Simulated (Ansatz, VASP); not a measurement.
# One calculation of MgH2, two programs

```xyz
3
Lattice="2.9417 0.0000 0.3778 0.0000 2.5634 0.0000 -0.7656 0.0000 4.7443" Properties=species:S:1:pos:R:3 pbc="T T T"
Mg   -0.0160    0.0000    1.7669
H    -0.3741    0.0000    4.1322
H    -0.3745    1.2817    4.1295
```

Alike in both runs: functional PBE; k mesh 5 × 6 × 3; occupations gaussian, width 0.15 eV; no spin polarisation.

Ansatz relaxed the structure, and its values are those at the end. VASP's run is a single point on that final structure, the one shown.

|  | VASP | Ansatz |
| --- | --- | --- |
| version | VASP 6.6.1 | Ansatz 0.2.0 |
| potentials or method | VASP PAW PBE potentials, release 64 (Mg, H), cutoff 600 eV | scalar-relativistic, plane waves, PAW |
| valence electrons in the cell | 4 | 12 |

```tsv
	VASP	Ansatz	Ansatz less VASP
gap on the k mesh at the Fermi level (eV)	none	none	-
pressure (GPa)	0.0	0.0	+0.04
```

A gap of «none» marks a metal or a gap that the smearing closes. With one functional, cell and mesh, what is left measures potentials, basis and numerics. VASP's potentials hold 4 valence electrons a cell and Ansatz's 12, so a difference there can come from the potentials and not from the codes.

The k mesh is coarse, so the values compare programs but aren't converged.
